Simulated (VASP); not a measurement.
Crystal: Cl.

```xyz
4
Lattice="3.1450 -2.2500 0.0000 3.1450 2.2500 0.0000 0.0000 0.0000 8.2100" Properties=species:S:1:pos:R:3 pbc="T T T"
Cl    3.1450   -1.6650    0.8210
Cl    3.1450   -0.5850    4.9260
Cl    3.1450    1.6650    7.3890
Cl    3.1450    0.5850    3.2840
```

* Program: VASP 6.6.1
* Task: relaxation of cell and atoms
* Functional: PBEsol
* Potentials or basis: VASP PAW PBE potentials, release 64 (Cl)
* Cutoff: 600 eV
* k mesh: 6 × 6 × 3
* Occupations: fermi-dirac, width 0.02 eV
* Spin: no spin polarisation

At the start: pressure -1.1 GPa; volume 29.05 Å³/atom.

Problem. Where does the relaxation end?

Solution. Over 38 steps the energy falls by 23.5 meV/atom and the volume is 26.76 Å³/atom (-7.9 %); space group Cmce (No. 64, to 0.05 Å).

Step by step:
```
step  energy change (eV)  largest force (eV/Å)  pressure (GPa)  volume (Å³)
   1              0.0000                0.3076           -1.12       116.19
   2              0.0111                0.8585            1.23       112.81
   3             -0.0134                0.1852           -0.18       114.72
   4             -0.0208                0.1799           -0.18       113.85
   5             -0.0419                0.1653           -0.13       111.25
   6             -0.0703                0.1596            0.27       106.10
   7              0.0576                0.3969            3.24        95.98
   8             -0.0686                0.2787            0.62       105.34
   9             -0.0744                0.0610            0.16       105.18
  10             -0.0750                0.0382           -0.03       105.11
  11             -0.0756                0.0423           -0.02       105.06
  12             -0.0773                0.0479           -0.02       104.91
  13             -0.0801                0.0623            0.01       104.59
  14             -0.0831                0.0944            0.11       103.92
  15             -0.0859                0.0343            0.32       104.19
  16             -0.0867                0.1088            0.50       104.40
  17             -0.0876                0.0989            0.45       104.61
  18             -0.0899                0.0700            0.30       105.23
  19             -0.0917                0.0379            0.01       106.46
  20             -0.0918                0.0386            0.00       106.52
  21             -0.0919                0.0369           -0.01       106.54
  22             -0.0921                0.0335           -0.04       106.58
  23             -0.0925                0.0438           -0.09       106.67
  24             -0.0928                0.0908           -0.20       106.84
  25             -0.0928                0.0889           -0.20       106.84
  26             -0.0930                0.0842           -0.18       106.83
  27             -0.0932                0.0750           -0.14       106.82
  28             -0.0935                0.0577           -0.07       106.79
  29             -0.0934                0.0328            0.07       106.73
  30             -0.0936                0.0451           -0.02       106.76
  31             -0.0936                0.0385            0.00       106.76
  32             -0.0937                0.0134            0.05       106.75
  33             -0.0938                0.0047            0.07       106.74
  34             -0.0938                0.0050            0.05       106.79
  35             -0.0939                0.0125            0.01       106.93
  36             -0.0938                0.0314           -0.08       107.22
  37             -0.0939                0.0165           -0.02       107.01
  38             -0.0939                0.0077            0.00       107.03
```

Final structure:
```
Cl
1.0
     3.40455   -1.96987    0.00000
     3.40455    1.96987    0.00000
     0.00000    0.00000    7.97948
Cl
4
Direct
  0.87333 0.12667 0.11011
  0.62667 0.37333 0.61011
  0.12667 0.87333 0.88989
  0.37333 0.62667 0.38989
```

Caveat: the PAW data sets were made with another functional, which shifts forces and pressure a little.
